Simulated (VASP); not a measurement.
# In9P7 (a cell with a defect) in VASP: notebook, part 2 of 2

VASP 6.6.1.

### Step 3. Single point, PBE

INCAR reads:

```
SYSTEM = In9P7
PREC = Accurate
ENCUT = 520
EDIFF = 1E-6
ISMEAR = 0
SIGMA = 0.02
LREAL = Auto
LASPH = .TRUE.
NELM = 80
ALGO = Normal
ISIF = 2
LWAVE = .FALSE.
LCHARG = .FALSE.
GGA = PE
NELECT = 154.0
NBANDS = 90
```

KPOINTS reads:

```
Automatic mesh
0
G
  4 4 4
  0 0 0
```

POSCAR reads:

```
In9P7
1.0
    0.0000000000      5.9597880294     -5.9597880294
    5.9597880294      5.9597880294      0.0000000000
    5.9597880294      0.0000000000     -5.9597880294
In P
9 7
Direct
    0.5008121301      0.5008121301     -0.0024363903
    0.4955521521      0.0014826160      0.0014826160
    1.0014826160      0.4955521521      0.0014826160
    1.0014826160      0.0014826160      0.0014826160
    0.5008121301      0.5008121301      0.5008121301
    0.5008121301     -0.0024363903      0.5008121301
    0.9975636097      0.5008121301      0.5008121301
    1.0014826160      0.0014826160      0.4955521521
    0.3750000000      0.3750000000      0.3750000000
    0.3767346908      0.8732653092      0.3767346908
    0.8732653092      0.3767346908      0.3767346908
    0.8732653092      0.8732653092      0.3767346908
    0.3767346908      0.3767346908      0.8732653092
    0.3767346908      0.8732653092      0.8732653092
    0.8732653092      0.3767346908      0.8732653092
    0.8750000000      0.8750000000      0.8750000000
```

Potentials or basis: VASP PAW PBE potentials, release 64 (In_d, P).

On the command line:

```bash
cat potpaw_PBE.64/In_d/POTCAR potpaw_PBE.64/P/POTCAR > POTCAR
mpirun -np 1 vasp_std > vasp.out
```

OUTCAR:

```text
SYSTEM = In9P7
   PREC = Accurate
   ENCUT = 520
   EDIFF = 1E-6
   ISMEAR = 0
   LREAL = Auto
   LASPH = .TRUE.
   NELM = 80
   ISIF = 2
   GGA = PE
   NELECT = 154.0

 ion  position               nearest neighbor table
   1  0.501  0.501  0.998-  14 2.56  15 2.56  13 2.56   9 2.60
   2  0.496  0.001  0.001-  10 2.58  13 2.58  14 2.58  16 2.61
   3  0.001  0.496  0.001-  11 2.58  13 2.58  15 2.58  16 2.61
   4  0.001  0.001  0.001-  12 2.58  14 2.58  15 2.58  16 2.61
   5  0.501  0.501  0.501-  10 2.56  11 2.56  13 2.56   9 2.60
   6  0.501  0.998  0.501-  12 2.56  14 2.56  10 2.56   9 2.60
[... 8 lines left out ...]
  15  0.873  0.377  0.873-   1 2.56   7 2.56   4 2.58   3 2.58
  16  0.875  0.875  0.875-   2 2.61   3 2.61   8 2.61   4 2.61

  LATTYP: Found a face centered cubic cell.
 ALAT       =    11.9195760588

  Lattice vectors:

 A1 = (   0.0000000000,   5.9597880294,  -5.9597880294)
 A2 = (   5.9597880294,   5.9597880294,   0.0000000000)
 A3 = (   5.9597880294,   0.0000000000,  -5.9597880294)

Analysis of symmetry for initial positions (statically):
=====================================================================
 Subroutine PRICEL returns:
 Original cell was already a primitive cell.

 Routine SETGRP: Setting up the symmetry group for a
 face centered cubic supercell.

 Subroutine GETGRP returns: Found 24 space group operations
 (whereof  6 operations were pure point group operations)
 out of a pool of 48 trial point group operations.

The static configuration has the point symmetry C_3v.
 The point group associated with its full space group is T_d .

Analysis of symmetry for dynamics (positions and initial velocities):
=====================================================================
 Subroutine PRICEL returns:
 Original cell was already a primitive cell.

 Routine SETGRP: Setting up the symmetry group for a
 face centered cubic supercell.

[... 139 lines left out ...]
  Thomas-Fermi vector in A             =   2.305107
   LORBIT       =      0    0 simple, 1 ext, 2 COOP (PROOUT), +10 PAW based schemes
   GGA     = PE    functional components
   LHFCALC =     F    Hartree Fock is set to
   AEXX    =    0.0000 exact exchange contribution
   IVDW    =     0    specifies the selected vdW correction
   LEPSILON=     F    determine dielectric tensor
   LRPA    =     F    only Hartree local field effects (RPA)
 non-spin polarized calculation
 Gauss-broadening in eV      SIGMA  =   0.02
  energy-cutoff  :      520.00
  volume of cell :      423.37
 maximum number of plane-waves:     11527
 NGX is ok and might be reduce to    64
   NGX = 31   NGY = 31   NGZ = 31

 number of electron     154.0000005 magnetization

 Free energy of the ion-electron system (eV)
  ---------------------------------------------------
  ext. energy  EPLUGINS =         0.00000000
  ---------------------------------------------------
  free energy    TOTEN  =       -50.32446466 eV

  energy without entropy =      -50.32361330  energy(sigma->0) =      -50.32403898

 E-fermi :   6.0920     XC(G=0):  -9.2842

 val. band max:        6.0770635729   @ k =   0.0000   0.0000   0.0000
 cond. band min:       6.1774766761   @ k =   0.0000   0.0000   0.0000
 fundamental gap:      0.1004131033
 Fermi energy:         6.0919526613

 k-point     1 :       0.0000    0.0000    0.0000
  band No.  band energies     occupation
      1      -9.6828      2.00000
      2      -9.6236      2.00000
      3      -9.6236      2.00000
      4      -9.5861      2.00000
      5      -9.5861      2.00000
      6      -9.5861      2.00000
[... 725 lines left out ...]
     88       9.2506      0.00000
     89       9.3532      0.00000
 [bands above 89 left out]

------------------------ aborting loop because EDIFF is reached ----------------------------------------

  FORCE on cell =-STRESS in cart. coord.  units (eV):
  Direction    XX          YY          ZZ          XY          YZ          ZX
  --------------------------------------------------------------------------------------
  -------------------------------------------------------------------------------------
  Total       29.4005348     29.4005348     29.4005348      0.0000000      0.0000000      0.0000000
  in kB      111.2611068    111.2611068    111.2611068      0.0000000      0.0000000      0.0000000
  external PRESSURE =     111.2611068 kB  Pullay stress =       0.0000000 kB

 VOLUME and BASIS-vectors are now :
 -----------------------------------------------------------------------------
  energy-cutoff  :      520.00
  volume of cell :      423.37
      direct lattice vectors                 reciprocal lattice vectors
     0.000000000  5.959788029 -5.959788029    -0.083895601  0.083895601 -0.083895601
     5.959788029  5.959788029  0.000000000     0.083895601  0.083895601  0.083895601
     5.959788029  0.000000000 -5.959788029     0.083895601 -0.083895601 -0.083895601

 POSITION                                       TOTAL-FORCE (eV/Angst)
 -----------------------------------------------------------------------------------
      8.93000      5.96947     -8.93000         0.005250     -0.005250     -0.005250
      0.01767      2.96222     -2.96222         0.005879     -0.005879      0.005879
      2.96222      2.96222     -0.01767        -0.005879     -0.005879     -0.005879
      0.01767      0.01767     -0.01767         0.005879      0.005879     -0.005879
      5.96947      5.96947     -5.96947        -0.005250     -0.005250      0.005250
      8.93000      8.93000     -5.96947         0.005250      0.005250      0.005250
[... 8 lines left out ...]
      7.44974      7.44974    -10.40895         0.000000      0.000000      0.014834
     10.42963     10.42963    -10.42963         0.000000      0.000000     -0.000000
 -----------------------------------------------------------------------------------
    total drift:                                0.000001      0.000001     -0.000001

  FREE ENERGIE OF THE ION-ELECTRON SYSTEM (eV)
  ---------------------------------------------------
  free  energy   TOTEN  =       -50.3244646644 eV

  energy  without entropy=      -50.3236133039  energy(sigma->0) =      -50.32403898
```

Run time: 14 min. Hardware: 1 thread of Intel Xeon 6975P-C, shared host; peak memory 0.64 GiB.

What came out:

```yaml
Free_energy: -50.3245 eV
Largest_force: 0.015 eV/Å
```

Forces in eV/Å, atoms in the order of the input:
```
In   0.005 -0.005 -0.005
In   0.006 -0.006  0.006
In  -0.006 -0.006 -0.006
In   0.006  0.006 -0.006
In  -0.005 -0.005  0.005
In   0.005  0.005  0.005
In  -0.005  0.005 -0.005
In  -0.006  0.006  0.006
In   0.000  0.000  0.000
P    0.000  0.000 -0.015
P    0.015  0.000  0.000
P    0.000 -0.015  0.000
P    0.000  0.015  0.000
P   -0.015  0.000  0.000
P    0.000  0.000  0.015
P    0.000  0.000  0.000
```

Levels at points of the mesh, in eV from the Fermi level:
| k point | band 74 | band 75 | band 76 | band 77 | band 78 | band 79 | band 80 | band 81 |
| --- | --- | --- | --- | --- | --- | --- | --- | --- |
| (0.00, 0.00, 0.00) | -1.75 | -0.78 | -0.01 | -0.01 | -0.01 | 0.09 | 0.25 | 0.25 |
| (0.50, 0.00, 0.00) | -1.89 | -1.89 | -0.18 | -0.18 | 0.24 | 0.52 | 1.07 | 1.10 |
| (0.50, 0.50, 0.00) | -2.34 | -2.21 | -0.58 | -0.58 | 1.11 | 1.12 | 1.48 | 1.52 |

Caveat: the cell carries a net charge on a neutralising background, which shifts energy and pressure; the cell is charged against a uniform background, so pressure and absolute levels hang on convention; spin-orbit coupling is left out, which moves the levels of the heavy elements.

### Step 4. Single point, PBE

INCAR reads:

```
PREC = Accurate ; ENCUT = 520
EDIFF = 1E-6 ; ISMEAR = 0
SIGMA = 0.02 ; LREAL = Auto
LASPH = True ; NELM = 60
ALGO = Normal ; ISIF = 2
LWAVE = False ; LCHARG = False
GGA = PE ; NBANDS = 90
```

KPOINTS reads:

```
Automatic mesh
0
Gamma
  3 3 3
```

POSCAR reads:

```
In9P7
1.0
    0.0000000000      5.9597880294     -5.9597880294
    5.9597880294      5.9597880294      0.0000000000
    5.9597880294      0.0000000000     -5.9597880294
In P
9 7
Direct
    0.5066080664      0.5066080664     -0.0198241992
    0.5016960873     -0.0005653624     -0.0005653624
    0.9994346376      0.5016960873     -0.0005653624
    0.9994346376     -0.0005653624     -0.0005653624
    0.5066080664      0.5066080664      0.5066080664
    0.5066080664     -0.0198241992      0.5066080664
    0.9801758008      0.5066080664      0.5066080664
    0.9994346376     -0.0005653624      0.5016960873
    0.3750000000      0.3750000000      0.3750000000
    0.3737862992      0.8762137008      0.3737862992
    0.8762137008      0.3737862992      0.3737862992
    0.8762137008      0.8762137008      0.3737862992
    0.3737862992      0.3737862992      0.8762137008
    0.3737862992      0.8762137008      0.8762137008
    0.8762137008      0.3737862992      0.8762137008
    0.8750000000      0.8750000000      0.8750000000
```

On the command line:

```bash
cat potpaw_PBE.64/In_d/POTCAR potpaw_PBE.64/P/POTCAR > POTCAR
mpirun -np 1 vasp_std > vasp.out
```

It took 3.2 min on 1 thread of Intel Xeon Platinum 8559C (Emerald Rapids), shared host; peak memory 0.57 GiB.

It converged, with:

- Free energy: -62.0259 eV
- Pressure: 2.7 GPa
- Largest force: 0.017 eV/Å
- Band gap on the k mesh: zero (band 76 reaches 6.06 eV, above the bottom of band 77 at 5.62 eV)

Forces in eV/Å, atoms in the order of the input:
```
In   0.000  0.000  0.000
In   0.010 -0.010  0.010
In  -0.010 -0.010 -0.010
In   0.010  0.010 -0.010
In   0.000  0.000  0.000
In   0.000  0.000  0.000
In   0.000  0.000  0.000
In  -0.010  0.010  0.010
In   0.000  0.000  0.000
P    0.000  0.000  0.000
P    0.000  0.000  0.000
P    0.000  0.000  0.000
P    0.000  0.000  0.000
P    0.000  0.000  0.000
P    0.000  0.000  0.000
P    0.000  0.000  0.000
```

Levels at points of the mesh, in eV from the Fermi level:
| k point | band 73 | band 74 | band 75 | band 76 | band 77 | band 78 |
| --- | --- | --- | --- | --- | --- | --- |
| (0.00, 0.00, 0.00) | -1.29 | -1.29 | -0.36 | 0.36 | 0.36 | 0.36 |

Caveat: spin-orbit coupling is left out, which moves the levels of the heavy elements.

### Step 5. Single point, PBE

INCAR reads:

```
SYSTEM = In9P7
PREC = Accurate
ENCUT = 520
EDIFF = 1E-7
ISMEAR = 0
SIGMA = 0.02
LREAL = Auto
LASPH = .TRUE.
NELM = 60
ALGO = Normal
ISIF = 2
LWAVE = .FALSE.
LCHARG = .FALSE.
GGA = PE
NBANDS = 90
NELECT = 154.0
```

KPOINTS reads:

```
Automatic mesh
0
G
  3 3 3
  0 0 0
```

POSCAR reads:

```
In9P7
1.0
    0.0000000000      5.9597880294     -5.9597880294
    5.9597880294      5.9597880294      0.0000000000
    5.9597880294      0.0000000000     -5.9597880294
In P
9 7
Direct
    0.5010621775      0.5010621775     -0.0031865326
    0.4959628450      0.0013457183      0.0013457183
    1.0013457183      0.4959628450      0.0013457183
    1.0013457183      0.0013457183      0.0013457183
    0.5010621775      0.5010621775      0.5010621775
    0.5010621775     -0.0031865326      0.5010621775
    0.9968134674      0.5010621775      0.5010621775
    1.0013457183      0.0013457183      0.4959628450
    0.3750000000      0.3750000000      0.3750000000
    0.3766646514      0.8733353486      0.3766646514
    0.8733353486      0.3766646514      0.3766646514
    0.8733353486      0.8733353486      0.3766646514
    0.3766646514      0.3766646514      0.8733353486
    0.3766646514      0.8733353486      0.8733353486
    0.8733353486      0.3766646514      0.8733353486
    0.8750000000      0.8750000000      0.8750000000
```

On the command line:

```bash
cat potpaw_PBE.64/In_d/POTCAR potpaw_PBE.64/P/POTCAR > POTCAR
mpirun -np 1 vasp_std > vasp.out
```

Run time: 3.4 min. Hardware: 1 thread of Intel Xeon Platinum 8559C (Emerald Rapids), shared host; peak memory 0.57 GiB.

It converged, with:

```yaml
Free_energy: -50.2568 eV
Largest_force: 0.012 eV/Å
```

Forces in eV/Å, atoms in the order of the input:
```
In   0.006 -0.006 -0.006
In   0.007 -0.007  0.007
In  -0.007 -0.007 -0.007
In   0.007  0.007 -0.007
In  -0.006 -0.006  0.006
In   0.006  0.006  0.006
In  -0.006  0.006 -0.006
In  -0.007  0.007  0.007
In   0.000  0.000  0.000
P    0.000  0.000 -0.009
P    0.009  0.000  0.000
P    0.000 -0.009  0.000
P    0.000  0.009  0.000
P   -0.009  0.000  0.000
P    0.000  0.000  0.009
P    0.000  0.000  0.000
```

Levels at points of the mesh, in eV from the Fermi level:
```tsv
k point	band 73	band 74	band 75	band 76	band 77	band 78	band 79	band 80	band 81	band 82
(0.00, 0.00, 0.00)	-1.74	-1.74	-0.77	-0.01	-0.01	-0.01	0.10	0.25	0.25	0.25
```

Caveat: the cell carries a net charge on a neutralising background, which shifts energy and pressure; the cell is charged against a uniform background, so pressure and absolute levels hang on convention; spin-orbit coupling is left out, which moves the levels of the heavy elements.
